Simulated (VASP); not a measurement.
# Ga (P6_3/mmc) in VASP: a series of runs

The runs below take Ga through single point, with r2SCAN.

Program: VASP 6.6.1. These are calculated values, not measurements. Logs are shortened: lines on timing, memory, paths and dates and some standing lists are left out, and cuts for length are marked.

**1. The cell of the first run**

The structure is hexagonal, space group P6_3/mmc (No. 194). The conventional cell has a = 2.717 Å, b = 2.717 Å, c = 4.203 Å, α = 90.00°, β = 90.00°, γ = 120.00°. Within 3.5 Å of Ga (site symmetry -6m2) lie 12 Ga at 2.62 to 2.72 Å.

**2. Single point, r2SCAN**

The input, POSCAR:

```
Ga
1.0
    2.7165137407      0.0000000000      0.0000000000
   -1.3582568703      2.3525699092      0.0000000000
    0.0000000000      0.0000000000      4.2028728621
Ga
2
Direct
    0.3333333333      0.6666666667      0.2500000000
    0.6666666667      0.3333333333      0.7500000000
```

The input, INCAR.step1:

```
PREC = Accurate ; ENCUT = 520
ISMEAR = 0 ; SIGMA = 0.1
LREAL = F ; LASPH = T
NELM = 80 ; NBANDS = 20
GGA = PE ; ALGO = Normal
EDIFF = 1E-4 ; LWAVE = T
LCHARG = F
```

The input, INCAR.step2:

```
PREC = Accurate ; ENCUT = 520
EDIFF = 1E-6 ; ISMEAR = 0
SIGMA = 0.1 ; LREAL = F
LASPH = T ; NELM = 80
ALGO = Normal ; ISIF = 2
LWAVE = F ; LCHARG = F
METAGGA = R2SCAN ; LMIXTAU = T
NBANDS = 20 ; ISTART = 1
```

The input, KPOINTS:

```
Automatic mesh
0
Gamma
  6 6 4
```

Potentials or basis: VASP PAW PBE potentials, release 64 (Ga_d).

The run is started by

```bash
cat potpaw_PBE.64/Ga_d/POTCAR > POTCAR
cp INCAR.step1 INCAR
mpirun -np 1 vasp_std > vasp.out
cp INCAR.step2 INCAR
mpirun -np 1 vasp_std > vasp.out
```

OUTCAR:

```text
PREC = Accurate
   ENCUT = 520
   EDIFF = 1E-6
   ISMEAR = 0
   LREAL = F
   LASPH = T
   NELM = 80
   ISIF = 2
   METAGGA = R2SCAN
   ISTART = 1

 ion  position               nearest neighbor table
   1  0.333  0.667  0.250-   2 2.62   2 2.62   2 2.62   2 2.62   2 2.62   2 2.62
   2  0.667  0.333  0.750-   1 2.62   1 2.62   1 2.62   1 2.62   1 2.62   1 2.62

  LATTYP: Found a hexagonal cell.
 ALAT       =     2.7165137407
 C/A-ratio  =     1.5471568574

  Lattice vectors:

 A1 = (   2.7165137407,   0.0000000000,   0.0000000000)
 A2 = (  -1.3582568703,   2.3525699092,   0.0000000000)
 A3 = (   0.0000000000,   0.0000000000,   4.2028728621)

Analysis of symmetry for initial positions (statically):
=====================================================================
 Subroutine PRICEL returns:
 Original cell was already a primitive cell.

 Routine SETGRP: Setting up the symmetry group for a
 hexagonal supercell.

 Subroutine GETGRP returns: Found 24 space group operations
 (whereof 12 operations were pure point group operations)
 out of a pool of 24 trial point group operations.

The static configuration has the point symmetry D_3d.
 The point group associated with its full space group is D_6h.

Analysis of symmetry for dynamics (positions and initial velocities):
=====================================================================
 Subroutine PRICEL returns:
 Original cell was already a primitive cell.

 Routine SETGRP: Setting up the symmetry group for a
 hexagonal supercell.

 Subroutine GETGRP returns: Found 24 space group operations
 (whereof 12 operations were pure point group operations)
 out of a pool of 24 trial point group operations.

The dynamic configuration has the point symmetry D_3d.
 The point group associated with its full space group is D_6h.

 Subroutine INISYM returns: Found 24 space group operations
 (whereof 12 operations are pure point group operations),
 and found     1 'primitive' translations

----------------------------------------------------------------------------------------

                                     Primitive cell

  volume of cell :      26.8597

  direct lattice vectors                    reciprocal lattice vectors
     2.716513741  0.000000000  0.000000000     0.368118882  0.212533535  0.000000000
    -1.358256870  2.352569909  0.000000000     0.000000000  0.425067071  0.000000000
     0.000000000  0.000000000  4.202872862     0.000000000  0.000000000  0.237932489

  length of vectors
     2.716513741  2.716513741  4.202872862     0.425067071  0.425067071  0.237932489

  position of ions in fractional coordinates (direct lattice)
     0.333333333  0.666666667  0.250000000
     0.666666667  0.333333333  0.750000000

  ion indices of the primitive-cell ions
   primitive index   ion index
                 1           1
                 2           2

----------------------------------------------------------------------------------------

 KPOINTS: Automatic mesh

Automatic generation of k-mesh.
 Grid dimensions read from file:
 generate k-points for:    6    6    4

 Generating k-lattice:

  Cartesian coordinates                     Fractional coordinates (reciprocal lattice)
     0.061353147  0.035422256  0.000000000     0.166666667  0.000000000  0.000000000
     0.000000000  0.070844512  0.000000000     0.000000000  0.166666667  0.000000000
     0.000000000  0.000000000  0.059483122     0.000000000  0.000000000  0.250000000

  Length of vectors
     0.070844512  0.070844512  0.059483122

  Shift w.r.t. Gamma in fractional coordinates (k-lattice)
     0.000000000  0.000000000  0.000000000

 Subroutine IBZKPT returns following result:
 ===========================================

 Found     21 irreducible k-points:

 Following reciprocal coordinates:
            Coordinates               Weight
  0.000000  0.000000  0.000000      1.000000
  0.166667  0.000000  0.000000      6.000000
  0.333333  0.000000  0.000000      6.000000
  0.500000  0.000000  0.000000      3.000000
  0.166667  0.166667  0.000000      6.000000
  0.333333  0.166667  0.000000     12.000000
[... 13 lines left out ...]
  0.333333  0.166667  0.500000     12.000000
  0.333333  0.333333  0.500000      2.000000
   k-points           NKPTS =     21   k-points in BZ     NKDIM =     21   number of bands    NBANDS=     20
   number of dos      NEDOS =    301   number of ions     NIONS =      2
   total plane-waves  NPLWV =  12800
   dimension x,y,z NGX =    20 NGY =   20 NGZ =   32
   dimension x,y,z NGXF=    40 NGYF=   40 NGZF=   64
   ions per type =               2
   NGX,Y,Z   is equivalent  to a cutoff of  12.24, 12.24, 12.66 a.u.
   NGXF,Y,Z  is equivalent  to a cutoff of  24.48, 24.48, 25.32 a.u.
 SYSTEM =  unknown system
   PREC   = accura    normal or accurate (medium, high low for compatibility)
   ISTART =      1    job   : 0-new  1-cont  2-samecut
   ICHARG =      0    charge: 1-file 2-atom 10-const
   ISPIN  =      1    spin polarized calculation?
   LNONCOLLINEAR =      F non collinear calculations
   LSORBIT =      F    spin-orbit coupling
   LASPH  =      T    aspherical Exc in radial PAW
   ENCUT  =  520.0 eV  38.22 Ry    6.18 a.u.   5.05  5.05  7.81*2*pi/ulx,y,z
   NELM   =     80;   NELMIN=  2; NELMDL=  0     # of ELM steps
   EDIFF  = 0.1E-05   stopping-criterion for ELM
   LREAL  =      F    real-space projection
   EDIFFG = 0.1E-04   stopping-criterion for IOM
   NSW    =      0    number of steps for IOM
   IBRION =     -1    ionic relax: 0-MD 1-quasi-New 2-CG
   NFREE  =      0    steps in history (QN), initial steepest desc. (CG)
   ISIF   =      2    stress and relaxation
   ISYM   =      2    0-nonsym 1-usesym 2-fastsym
   POTIM  = 0.5000    time-step for ionic-motion
   TEBEG  =    0.0;   TEEND  =   0.0 temperature during run
   PSTRESS=    0.0 pullay stress
   NELECT =      26.0000    total number of electrons
   NUPDOWN=      -1.0000    fix difference up-down
   EMIN   =  10.00;   EMAX   =-10.00  energy-range for DOS
   EFERMI =   0.00;   METHOD = LEGACY
   ISMEAR =     0;   SIGMA  =   0.10  broadening in eV -4-tet -1-fermi 0-gaus
   EFERMI_NEDOS =   21; number of points for ismear=-14 and -15
   IALGO  =     38    algorithm
   IMIX   =      4    mixing-type and parameters
     AMIX     =   0.40;   BMIX     =  1.00
     AMIX_MAG =   1.60;   BMIX_MAG =  1.00
  volume/ion in A,a.u.               =      13.43        90.63
  Fermi-wavevector in a.u.,A,eV,Ry     =   1.619443  3.060304 35.682588  2.622596
  Thomas-Fermi vector in A             =   2.713543
   LORBIT       =      0    0 simple, 1 ext, 2 COOP (PROOUT), +10 PAW based schemes
   METAGGA = R2SCAN    functional components
   LHFCALC =     F    Hartree Fock is set to
   AEXX    =    0.0000 exact exchange contribution
   IVDW    =     0    specifies the selected vdW correction
   LEPSILON=     F    determine dielectric tensor
   LRPA    =     F    only Hartree local field effects (RPA)
 non-spin polarized calculation
 Gauss-broadening in eV      SIGMA  =   0.10
  energy-cutoff  :      520.00
  volume of cell :       26.86
 maximum number of plane-waves:       735
   NGX = 11   NGY = 11   NGZ = 15

 number of electron      25.9999993 magnetization

 Free energy of the ion-electron system (eV)
  ---------------------------------------------------
  ext. energy  EPLUGINS =         0.00000000
  ---------------------------------------------------
  free energy    TOTEN  =       -21.82589987 eV

  energy without entropy =      -21.82122531  energy(sigma->0) =      -21.82356259

 E-fermi :   9.7127     XC(G=0): -14.3034

 val. band max:        9.5022017533   @ k =   0.3333   0.1667   0.0000
 cond. band min:       9.7272107313   @ k =   0.3333   0.1667   0.0000
 fundamental gap:      0.2250089780
 Fermi energy:         9.7126623879

 k-point     1 :       0.0000    0.0000    0.0000
  band No.  band energies     occupation
      1      -7.0820      2.00000
      2      -6.7502      2.00000
      3      -6.7502      2.00000
      4      -6.6977      2.00000
      5      -6.6790      2.00000
      6      -6.6790      2.00000
[... 12 lines left out ...]
     19      26.3493      0.00000
     20      29.0501      0.00000

 k-point     2 :       0.1667    0.0000    0.0000
  band No.  band energies     occupation
      1      -7.0211      2.00000
      2      -6.8329      2.00000
      3      -6.7118      2.00000
      4      -6.6953      2.00000
      5      -6.6876      2.00000
      6      -6.6430      2.00000
[... 12 lines left out ...]
     19      26.3997      0.00000
     20      28.5142      0.00000

 k-point     3 :       0.3333    0.0000    0.0000
  band No.  band energies     occupation
      1      -7.1148      2.00000
      2      -6.9263      2.00000
      3      -6.8950      2.00000
      4      -6.7811      2.00000
      5      -6.6083      2.00000
      6      -6.5308      2.00000
[... 12 lines left out ...]
     19      24.1055      0.00000
     20      25.9553      0.00000

 k-point     4 :       0.5000    0.0000    0.0000
  band No.  band energies     occupation
      1      -7.1882      2.00000
      2      -7.0418      2.00000
      3      -6.9503      2.00000
      4      -6.8234      2.00000
      5      -6.5723      2.00000
      6      -6.5412      2.00000
[... 12 lines left out ...]
     19      23.1386      0.00000
     20      25.0839      0.00000

 k-point     5 :       0.1667    0.1667    0.0000
  band No.  band energies     occupation
      1      -6.9642      2.00000
      2      -6.9252      2.00000
      3      -6.8658      2.00000
      4      -6.7568      2.00000
      5      -6.6379      2.00000
      6      -6.5400      2.00000
[... 12 lines left out ...]
     19      22.2831      0.00000
     20      25.9126      0.00000
[... 284 lines left out ...]
      6      -6.5399      2.00000
[... 12 lines left out ...]
     19      21.5254      0.00000
     20      21.5254      0.00000

 k-point    19 :       0.1667    0.1667    0.5000
  band No.  band energies     occupation
      1      -6.9502      2.00000
      2      -6.9502      2.00000
      3      -6.7547      2.00000
      4      -6.7547      2.00000
      5      -6.6418      2.00000
      6      -6.6418      2.00000
[... 12 lines left out ...]
     19      27.4290      0.00000
     20      27.4290      0.00000

 k-point    20 :       0.3333    0.1667    0.5000
  band No.  band energies     occupation
      1      -7.0044      2.00000
      2      -7.0044      2.00000
      3      -6.8535      2.00000
      4      -6.8535      2.00000
      5      -6.5897      2.00000
      6      -6.5897      2.00000
[... 12 lines left out ...]
     19      26.2316      0.00000
     20      26.2316      0.00000

 k-point    21 :       0.3333    0.3333    0.5000
  band No.  band energies     occupation
      1      -6.9549      2.00000
      2      -6.9549      2.00000
      3      -6.7547      2.00000
      4      -6.7547      2.00000
      5      -6.6318      2.00000
      6      -6.6318      2.00000
[... 12 lines left out ...]
     19      25.9341      0.00000
     20      25.9341      0.00000

------------------------ aborting loop because EDIFF is reached ----------------------------------------

  FORCE on cell =-STRESS in cart. coord.  units (eV):
  Direction    XX          YY          ZZ          XY          YZ          ZX
  --------------------------------------------------------------------------------------
  -------------------------------------------------------------------------------------
  Total        5.4971114      5.4971114      6.6100834      0.0000000      0.0000000      0.0000000
  in kB      327.9022728    327.9022728    394.2909618      0.0000000      0.0000000      0.0000000
  external PRESSURE =     350.0318358 kB  Pullay stress =       0.0000000 kB

 VOLUME and BASIS-vectors are now :
 -----------------------------------------------------------------------------
  energy-cutoff  :      520.00
  volume of cell :       26.86
      direct lattice vectors                 reciprocal lattice vectors
     2.716513741  0.000000000  0.000000000     0.368118882  0.212533535  0.000000000
    -1.358256870  2.352569909  0.000000000     0.000000000  0.425067071  0.000000000
     0.000000000  0.000000000  4.202872862     0.000000000  0.000000000  0.237932489

 POSITION                                       TOTAL-FORCE (eV/Angst)
 -----------------------------------------------------------------------------------
     -0.00000      1.56838      1.05072         0.000000      0.000000      0.000000
      1.35826      0.78419      3.15215        -0.000000     -0.000000      0.000000
 -----------------------------------------------------------------------------------
    total drift:                                0.000000     -0.000000      0.000000

  FREE ENERGIE OF THE ION-ELECTRON SYSTEM (eV)
  ---------------------------------------------------
  free  energy   TOTEN  =       -21.8258998662 eV

  energy  without entropy=      -21.8212253066  energy(sigma->0) =      -21.82356259
```

Run time: 34 s. Hardware: 1 thread of Intel Xeon 6975P-C, shared host; peak memory 0.14 GiB.

Results:

```yaml
Free_energy: -21.8259 eV
Pressure: 35.0 GPa
Band_gap_on_the_k_mesh: zero (band 13 reaches 16.11 eV, above the bottom of band 14 at 5.18 eV)
```

Stress tensor (GPa, compression positive):
```
32.79  0.00  0.00
 0.00 32.79  0.00
 0.00  0.00 39.43
```

Caveat: the k points lie up to 0.45 Å⁻¹ apart; the PAW data sets were made with another functional, which shifts forces and pressure a little.

**3. Single point, r2SCAN**

This run uses another cell than the first one, of 17.85 Å³/atom, 1.329 times its volume.

The input, POSCAR:

```
Ga
1.0
    2.9617968128      0.0000000000      0.0000000000
   -1.4808984064      2.5649912807      0.0000000000
    0.0000000000      0.0000000000      4.6999639384
Ga
2
Direct
    0.3333333333      0.6666666667      0.2500000000
    0.6666666667      0.3333333333      0.7500000000
```

The input, INCAR.step1:

```
PREC = Accurate
ENCUT = 520
ISMEAR = 0
SIGMA = 0.1
LREAL = False
LASPH = True
NELM = 60
NBANDS = 20
GGA = PE
ALGO = Normal
EDIFF = 1E-4
LWAVE = True
LCHARG = False
```

The input, INCAR.step2:

```
PREC = Accurate
ENCUT = 520
EDIFF = 1E-6
ISMEAR = 0
SIGMA = 0.1
LREAL = False
LASPH = True
NELM = 60
ALGO = Normal
ISIF = 2
LWAVE = False
LCHARG = False
METAGGA = R2SCAN
LMIXTAU = True
NBANDS = 20
ISTART = 1
```

The input, KPOINTS:

```
Automatic mesh
0
Gamma
  12 12 6
```

Potentials or basis: VASP PAW PBE potentials, release 64 (Ga_d).

The run is started by

```bash
cat potpaw_PBE.64/Ga_d/POTCAR > POTCAR
cp INCAR.step1 INCAR
mpirun -np 1 vasp_std > vasp.out
cp INCAR.step2 INCAR
mpirun -np 1 vasp_std > vasp.out
```

It took 2 min on 1 thread of Intel Xeon 6975P-C, shared host; peak memory 0.19 GiB.

It converged, with:

| Quantity | Value |
| --- | --- |
| Free energy | -22.5828 eV |
| Pressure | 0.2 GPa |
| Band gap on the k mesh | zero (band 13 reaches 11.08 eV, above the bottom of band 14 at 2.48 eV) |

Levels at points of the mesh, in eV from the Fermi level:
```
           k point  band 9  band 10  band 11  band 12  band 13  band 14  band 15  band 16  band 17  band 18
(0.00, 0.00, 0.00)  -15.29   -15.29   -12.15    -4.84    -4.42    10.22    10.22    12.42    12.42    14.55
(0.50, 0.00, 0.00)  -15.27   -15.26    -6.23    -5.47     0.92     0.97     0.98     3.38     5.00     8.77
(0.00, 0.00, 0.50)  -15.34   -15.34   -10.29   -10.29     4.53     4.53    11.64    11.64    11.64    11.64
(0.50, 0.00, 0.50)  -15.28   -15.28    -4.45    -4.45    -3.54    -3.54     6.97     6.97     8.44     8.44
```

Caveat: the PAW data sets were made with another functional, which shifts forces and pressure a little.
